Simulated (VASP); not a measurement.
# PbF2 (Fm-3m) in VASP: single point with PBE

Aim: the single point of PbF2 with PBE.

Everything below comes from runs of VASP 6.6.1. Logs are shortened: lines on timing, memory, paths and dates and some standing lists are left out, and cuts for length are marked.

## (1) The cell of the first run

Symmetry: Fm-3m, No. 225, cubic system. The conventional cell has a = 5.726 Å, b = 5.726 Å, c = 5.726 Å, α = 90.00°, β = 90.00°, γ = 90.00°. Pb (site symmetry m-3m) has 8 F at 2.48 Å within 3.3 Å. Within 3.3 Å of F (site symmetry -43m) lie 4 Pb at 2.48 Å and 6 F at 2.86 Å.

## (2) Single point, PBE

POSCAR

```
PbF2
1.0
    0.0000000000      2.8631790000      2.8631790000
    2.8631790000      0.0000000000      2.8631790000
    2.8631790000      2.8631790000      0.0000000000
Pb F
1 2
Direct
    0.0000000000      0.0000000000      0.0000000000
    0.2500000000      0.2500000000      0.2500000000
    0.7500000000      0.7500000000      0.7500000000
```

INCAR.step1

```
SYSTEM = PbF2
ALGO = Normal
EDIFF = 1E-6
ENCUT = 520
GGA = PE
GGA_COMPAT = .FALSE.
ISIF = 2
ISMEAR = -1
LASPH = .TRUE.
LCHARG = .TRUE.
LORBIT = 11
LREAL = .FALSE.
LWAVE = .FALSE.
NBANDS = 21
NEDOS = 2001
NELM = 120
PREC = Accurate
SIGMA = 0.0103
```

KPOINTS.step1

```
k-points
0
G
  8 8 8
  0 0 0
```

INCAR.step2

```
SYSTEM = PbF2
ALGO = Normal
EDIFF = 1E-6
ENCUT = 520
GGA = PE
GGA_COMPAT = .FALSE.
ICHARG = 11
ISIF = 2
ISMEAR = -5
LASPH = .TRUE.
LCHARG = .FALSE.
LORBIT = 10
LREAL = .FALSE.
LWAVE = .FALSE.
NBANDS = 21
NEDOS = 2001
NELM = 120
PREC = Accurate
SIGMA = 0.0103
```

KPOINTS.step2

```
k-points
0
G
  12 12 12
  0 0 0
```

Potentials or basis: VASP PAW PBE potentials, release 64 (Pb_d, F).

The run is started by

```
$ cat potpaw_PBE.64/Pb_d/POTCAR potpaw_PBE.64/F/POTCAR > POTCAR
$ cp INCAR.step1 INCAR
$ cp KPOINTS.step1 KPOINTS
$ mpirun -np 1 vasp_std > vasp.out
$ cp INCAR.step2 INCAR
$ cp KPOINTS.step2 KPOINTS
$ mpirun -np 1 vasp_std > vasp.out
```

OUTCAR:

```text
SYSTEM = PbF2
   EDIFF = 1E-6
   ENCUT = 520
   GGA = PE
   ICHARG = 11
   ISIF = 2
   ISMEAR = -5
   LASPH = .TRUE.
   LORBIT = 10
   LREAL = .FALSE.
   NELM = 120
   PREC = Accurate

 ion  position               nearest neighbor table
   1  0.000  0.000  0.000-   3 2.48   3 2.48   3 2.48   2 2.48   2 2.48   2 2.48   3 2.48   2 2.48

   2  0.250  0.250  0.250-   1 2.48   1 2.48   1 2.48   1 2.48
   3  0.750  0.750  0.750-   1 2.48   1 2.48   1 2.48   1 2.48

  LATTYP: Found a face centered cubic cell.
 ALAT       =     5.7263580000

  Lattice vectors:

 A1 = (   0.0000000000,   2.8631790000,   2.8631790000)
 A2 = (   2.8631790000,   0.0000000000,   2.8631790000)
 A3 = (   2.8631790000,   2.8631790000,   0.0000000000)

Analysis of symmetry for initial positions (statically):
=====================================================================
 Subroutine PRICEL returns:
 Original cell was already a primitive cell.

 Routine SETGRP: Setting up the symmetry group for a
 face centered cubic supercell.

 Subroutine GETGRP returns: Found 48 space group operations
 (whereof 48 operations were pure point group operations)
 out of a pool of 48 trial point group operations.

The static configuration has the point symmetry O_h .

Analysis of symmetry for dynamics (positions and initial velocities):
=====================================================================
 Subroutine PRICEL returns:
 Original cell was already a primitive cell.

 Routine SETGRP: Setting up the symmetry group for a
 face centered cubic supercell.

 Subroutine GETGRP returns: Found 48 space group operations
 (whereof 48 operations were pure point group operations)
 out of a pool of 48 trial point group operations.

The dynamic configuration has the point symmetry O_h .

 Subroutine INISYM returns: Found 48 space group operations
 (whereof 48 operations are pure point group operations),
 and found     1 'primitive' translations

----------------------------------------------------------------------------------------

                                     Primitive cell

  volume of cell :      46.9435

  direct lattice vectors                    reciprocal lattice vectors
     0.000000000  2.863179000  2.863179000    -0.174631066  0.174631066  0.174631066
     2.863179000  0.000000000  2.863179000     0.174631066 -0.174631066  0.174631066
     2.863179000  2.863179000  0.000000000     0.174631066  0.174631066 -0.174631066

  length of vectors
     4.049146573  4.049146573  4.049146573     0.302469878  0.302469878  0.302469878

  position of ions in fractional coordinates (direct lattice)
     0.000000000  0.000000000  0.000000000
     0.250000000  0.250000000  0.250000000
     0.750000000  0.750000000  0.750000000

  ion indices of the primitive-cell ions
   primitive index   ion index
                 1           1
                 2           2
                 3           3

----------------------------------------------------------------------------------------

 KPOINTS: k-points

Automatic generation of k-mesh.
 Grid dimensions read from file:
 generate k-points for:   12   12   12

 Generating k-lattice:

  Cartesian coordinates                     Fractional coordinates (reciprocal lattice)
    -0.014552589  0.014552589  0.014552589     0.083333333  0.000000000  0.000000000
     0.014552589 -0.014552589  0.014552589     0.000000000  0.083333333  0.000000000
     0.014552589  0.014552589 -0.014552589     0.000000000  0.000000000  0.083333333

  Length of vectors
     0.025205823  0.025205823  0.025205823

  Shift w.r.t. Gamma in fractional coordinates (k-lattice)
     0.000000000  0.000000000  0.000000000

 TETIRR: Found    247 inequivalent tetrahedra from    10368

 Subroutine IBZKPT returns following result:
 ===========================================

 Found     72 irreducible k-points:

 Following reciprocal coordinates:
            Coordinates               Weight
  0.000000  0.000000  0.000000      1.000000
  0.083333  0.000000  0.000000      8.000000
  0.166667  0.000000  0.000000      8.000000
  0.250000  0.000000  0.000000      8.000000
  0.333333  0.000000  0.000000      8.000000
  0.416667  0.000000  0.000000      8.000000
[... 16 lines left out ...]
  0.500000  0.166667  0.000000     24.000000
 -0.416667  0.166667  0.000000     24.000000
 [... further k-points ...]
   k-points           NKPTS =     72   k-points in BZ     NKDIM =     72   number of bands    NBANDS=     21
   number of dos      NEDOS =   2001   number of ions     NIONS =      3
   total plane-waves  NPLWV =  27000
   dimension x,y,z NGX =    30 NGY =   30 NGZ =   30
   dimension x,y,z NGXF=    60 NGYF=   60 NGZF=   60
   ions per type =               1   2
   NGX,Y,Z   is equivalent  to a cutoff of  12.32, 12.32, 12.32 a.u.
   NGXF,Y,Z  is equivalent  to a cutoff of  24.63, 24.63, 24.63 a.u.
 SYSTEM =  PbF2
   PREC   = accura    normal or accurate (medium, high low for compatibility)
   ISTART =      0    job   : 0-new  1-cont  2-samecut
   ICHARG =     11    charge: 1-file 2-atom 10-const
   ISPIN  =      1    spin polarized calculation?
   LNONCOLLINEAR =      F non collinear calculations
   LSORBIT =      F    spin-orbit coupling
   LASPH  =      T    aspherical Exc in radial PAW
   ENCUT  =  520.0 eV  38.22 Ry    6.18 a.u.   7.53  7.53  7.53*2*pi/ulx,y,z
   NELM   =    120;   NELMIN=  2; NELMDL=  0     # of ELM steps
   EDIFF  = 0.1E-05   stopping-criterion for ELM
   LREAL  =      F    real-space projection
   EDIFFG = 0.1E-04   stopping-criterion for IOM
   NSW    =      0    number of steps for IOM
   IBRION =     -1    ionic relax: 0-MD 1-quasi-New 2-CG
   NFREE  =      0    steps in history (QN), initial steepest desc. (CG)
   ISIF   =      2    stress and relaxation
   ISYM   =      2    0-nonsym 1-usesym 2-fastsym
   POTIM  = 0.5000    time-step for ionic-motion
   TEBEG  =    0.0;   TEEND  =   0.0 temperature during run
   PSTRESS=    0.0 pullay stress
   NELECT =      28.0000    total number of electrons
   NUPDOWN=      -1.0000    fix difference up-down
   EMIN   =  10.00;   EMAX   =-10.00  energy-range for DOS
   EFERMI =   0.00;   METHOD = LEGACY
   ISMEAR =    -5;   SIGMA  =   0.01  broadening in eV -4-tet -1-fermi 0-gaus
   EFERMI_NEDOS =   21; number of points for ismear=-14 and -15
   IALGO  =     38    algorithm
   IMIX   =      4    mixing-type and parameters
     AMIX     =   0.40;   BMIX     =  1.00
     AMIX_MAG =   1.60;   BMIX_MAG =  1.00
  volume/ion in A,a.u.               =      15.65       105.60
  Fermi-wavevector in a.u.,A,eV,Ry     =   1.378063  2.604161 25.838240  1.899057
  Thomas-Fermi vector in A             =   2.503159
   LORBIT       =     10    0 simple, 1 ext, 2 COOP (PROOUT), +10 PAW based schemes
   GGA     = PE    functional components
   LHFCALC =     F    Hartree Fock is set to
   AEXX    =    0.0000 exact exchange contribution
   IVDW    =     0    specifies the selected vdW correction
   LEPSILON=     F    determine dielectric tensor
   LRPA    =     F    only Hartree local field effects (RPA)
 non-spin polarized calculation
 Fermi weights with tetrahedron method with Bloechl corrections
  energy-cutoff  :      520.00
  volume of cell :       46.94
 maximum number of plane-waves:      1284

 number of electron      28.0000003 magnetization

 Free energy of the ion-electron system (eV)
  ---------------------------------------------------
  ext. energy  EPLUGINS =         0.00000000
  ---------------------------------------------------
  free energy    TOTEN  =       -14.09418147 eV

  energy without entropy =      -14.09418147  energy(sigma->0) =      -14.09418147

 E-fermi :   3.2906     XC(G=0):  -9.9349

 val. band max:        3.2768105600   @ k =  -0.2500   0.5000   0.2500
 cond. band min:       7.6443635090   @ k =   0.5000   0.5000   0.0000
 fundamental gap:      4.3675529490
 Fermi energy:         3.2905967062

 k-point     1 :       0.0000    0.0000    0.0000
  band No.  band energies     occupation
      1     -18.7627      2.00000
      2     -17.9353      2.00000
      3     -11.3706      2.00000
      4     -11.3706      2.00000
      5     -11.3706      2.00000
      6     -11.2502      2.00000
[... 13 lines left out ...]
     20      18.5992      0.00000
     21      21.2855      0.00000

 k-point     2 :       0.0833    0.0000    0.0000
  band No.  band energies     occupation
      1     -18.7447      2.00000
      2     -17.9527      2.00000
      3     -11.3659      2.00000
      4     -11.3659      2.00000
      5     -11.3479      2.00000
      6     -11.2505      2.00000
[... 13 lines left out ...]
     20      18.3781      0.00000
     21      20.9722      0.00000

 k-point     3 :       0.1667    0.0000    0.0000
  band No.  band energies     occupation
      1     -18.6937      2.00000
      2     -18.0002      2.00000
      3     -11.3542      2.00000
      4     -11.3542      2.00000
      5     -11.2863      2.00000
      6     -11.2500      2.00000
[... 13 lines left out ...]
     20      17.9568      0.00000
     21      20.2305      0.00000
[... 457 lines left out ...]
 k-point    23 :       0.5000    0.1667    0.0000
  band No.  band energies     occupation
      1     -18.3920      2.00000
      2     -18.2651      2.00000
      3     -11.3073      2.00000
      4     -11.3028      2.00000
      5     -11.2187      2.00000
      6     -11.2171      2.00000
[... 13 lines left out ...]
     20      19.1500      0.00000
     21      19.6130      0.00000

 k-point    24 :      -0.4167    0.1667    0.0000
  band No.  band energies     occupation
      1     -18.3709      2.00000
      2     -18.2855      2.00000
      3     -11.3080      2.00000
      4     -11.3015      2.00000
      5     -11.2273      2.00000
      6     -11.2033      2.00000
[... 13 lines left out ...]
     20      18.9733      0.00000
     21      19.8677      0.00000

 [... further k-points ...]
[... 5 lines left out ...]
  --------------------------------------------------------------------------------------
  -------------------------------------------------------------------------------------
  Total        3.7669276      3.7669276      3.7669276      0.0000000      0.0000000      0.0000000
  in kB      128.5648820    128.5648820    128.5648820      0.0000000      0.0000000      0.0000000
  external PRESSURE =     128.5648820 kB  Pullay stress =       0.0000000 kB

 VOLUME and BASIS-vectors are now :
 -----------------------------------------------------------------------------
  energy-cutoff  :      520.00
  volume of cell :       46.94
      direct lattice vectors                 reciprocal lattice vectors
     0.000000000  2.863179000  2.863179000    -0.174631066  0.174631066  0.174631066
     2.863179000  0.000000000  2.863179000     0.174631066 -0.174631066  0.174631066
     2.863179000  2.863179000  0.000000000     0.174631066  0.174631066 -0.174631066

 POSITION                                       TOTAL-FORCE (eV/Angst)
 -----------------------------------------------------------------------------------
      0.00000      0.00000      0.00000        -0.000000     -0.000000     -0.000000
      1.43159      1.43159      1.43159         0.000000      0.000000      0.000000
      4.29477      4.29477      4.29477        -0.000000     -0.000000     -0.000000
 -----------------------------------------------------------------------------------
    total drift:                                0.000000     -0.000000      0.000000

  FREE ENERGIE OF THE ION-ELECTRON SYSTEM (eV)
  ---------------------------------------------------
  free  energy   TOTEN  =       -14.0941814722 eV

  energy  without entropy=      -14.0941814722  energy(sigma->0) =      -14.09418147

 total charge

# of ion       s       p       d       tot
------------------------------------------
    1        1.569   0.328   9.882  11.779
    2        1.746   4.347   0.000   6.092
    3        1.746   4.347   0.000   6.092
--------------------------------------------------
tot          5.060   9.021   9.882  23.964
```

It took 57 s on 1 thread of Intel Xeon Platinum 8375C at 2.90GHz (Ice Lake), shared host; peak memory 0.2 GiB.

What came out:

```yaml
Valence_electrons_inside_the_program's_atomic_spheres: Pb 11.78; F 6.09
```

Caveat: spin-orbit coupling is left out, which moves the levels of the heavy elements.
